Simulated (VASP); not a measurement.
Runs of VASP 6.6.1 on SrCl2. The structure is that of space group I4/mmm (No. 139), or close to it. The cells are those of the table. 

| cell | gap on the mesh (eV) | pressure (GPa) |
| --- | --- | --- |
| a = 5.047, b = 5.047, c = 5.245 Å, angles 58.7, 58.7, 62.6°, 3 atoms | (d) | (c) |
| a = 5.141, b = 5.141, c = 4.974 Å, angles 61.1, 61.1, 57.9°, 3 atoms | 4.78 | -1.7 |
| a = 5.030, b = 5.030, c = 5.110 Å, angles 59.5, 59.5, 61.1°, 3 atoms | 4.91 | -1.3 |
| a = 4.998, b = 4.998, c = 4.793 Å, angles 61.3, 61.3, 57.3°, 3 atoms | 4.93 | 1.4 |
| a = 4.892, b = 4.892, c = 5.084 Å, angles 58.7, 58.7, 62.6°, 3 atoms | 4.79 | (b) |
| a = 4.898, b = 4.898, c = 4.976 Å, angles 59.5, 59.5, 61.1°, 3 atoms | 5.19 | 1.3 |
| a = 5.025, b = 5.025, c = 4.820 Å, angles 61.3, 61.3, 57.3°, 3 atoms | 4.89 | (a) |
| a = 4.887, b = 4.887, c = 5.003 Å, angles 59.2, 59.2, 61.6°, 3 atoms | 5.08 | 1.3 |

Alike in all rows: task single point; level PBE; potentials or basis VASP PAW PBE potentials, release 64 (Sr_sv, Cl); no spin polarisation; k mesh 6 × 6 × 6; cutoff (eV) 520; smearing gaussian 0.05 eV.

Q: Fill in the values left out.

A: (a) 0.7; (b) 0.8; (c) -2.1; (d) 4.52.

A k mesh can miss the band edges, and the runs leave out spin-orbit coupling on Sr.
